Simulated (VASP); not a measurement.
Here is a VASP 6.6.1 calculation.

INCAR

```
SYSTEM = Ba
PREC     = Accurate       ! precision mode
ENCUT    = 520            ! plane-wave cutoff, eV
EDIFF    = 1E-6           ! SCF threshold, eV
ISMEAR   = 0              ! smearing method
SIGMA    = 0.15           ! smearing width, eV
LREAL    = .False.        ! projectors in reciprocal space
LASPH    = .True.         ! aspherical terms in the spheres
NELM     = 80             ! most SCF steps
ALGO     = Fast           ! electronic algorithm
ISIF     = 2              ! what is computed and relaxed
LWAVE    = .False.        ! write WAVECAR
LCHARG   = .True.         ! write CHGCAR
GGA      = PS             ! functional
LELF     = .True.         ! ELF
LVHAR    = .True.       
NBANDS   = 11             ! bands
```

The input KPOINTS:

```
Automatic mesh
0
Gamma
  14 14 14
  0 0 0
```

Contents of POSCAR:

```
Ba
1.0
   -2.7000000000      2.7000000000      2.3000000000
    2.7000000000     -2.7000000000      2.3000000000
    2.7000000000      2.7000000000     -2.3000000000
Ba
1
Direct
    0.0000000000      0.0000000000      0.0000000000
```

Potentials or basis: VASP PAW PBE potentials, release 64 (Ba_sv).

Launch:

```sh
$ cat potpaw_PBE.64/Ba_sv/POTCAR > POTCAR
$ mpirun -np 1 vasp_std > vasp.out
```

**Question.** Estimate the pressure.

**Answer.** -1.0 GPa.

**Question.** What does it give for the band gap on the k mesh?

**Answer.** Zero (bands 5 and 6 overlap by 0.69 eV).

Stress tensor (GPa, compression positive):
```
-1.30  0.00  0.00
 0.00 -1.30  0.00
 0.00  0.00 -0.32
```

Caveat: the cell differs from its parent crystal (strain +0.080 along x and y, -0.080 along z); the PAW data sets were made with another functional, which shifts forces and pressure a little; spin-orbit coupling is left out, which moves the levels of the heavy elements.
